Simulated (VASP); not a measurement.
Here is a VASP 6.6.1 calculation.

Contents of INCAR:

```
ALGO = Normal
EDIFF = 1E-7
ENCUT = 520
GGA = PE
ISIF = 2
ISMEAR = -1
LASPH = T
LCHARG = F
LREAL = F
LWAVE = F
NBANDS = 11
NELM = 80
PREC = Accurate
SIGMA = 0.03
```

KPOINTS

```
k-points
0
Gamma
  10 10 10
```

POSCAR

```
MgS
1.0
    0.0000000000      2.5511277149      2.7057160000
    2.5511277149      0.0000000000      2.7057160000
    2.5511277149      2.5511277149      0.0000000000
Mg S
1 1
Direct
    0.0000000000      0.0000000000      0.0000000000
    0.5000000000      0.5000000000      0.5000000000
```

Potentials or basis: VASP PAW PBE potentials, release 64 (Mg, S).

Launch:

```sh
$ cat potpaw_PBE.64/Mg/POTCAR potpaw_PBE.64/S/POTCAR > POTCAR
$ mpirun -np 1 vasp_std > vasp.out
```

Problem. What does it give for the pressure?

Solution. 1.4 GPa.

Problem. Predict the band gap on the k mesh.

Solution. 2.56 eV, indirect (least direct gap 3.57 eV).

Stress tensor (GPa, compression positive):
```
 3.32  0.00  0.00
 0.00  3.32  0.00
 0.00  0.00 -2.43
```

 A k mesh can miss the band edges.
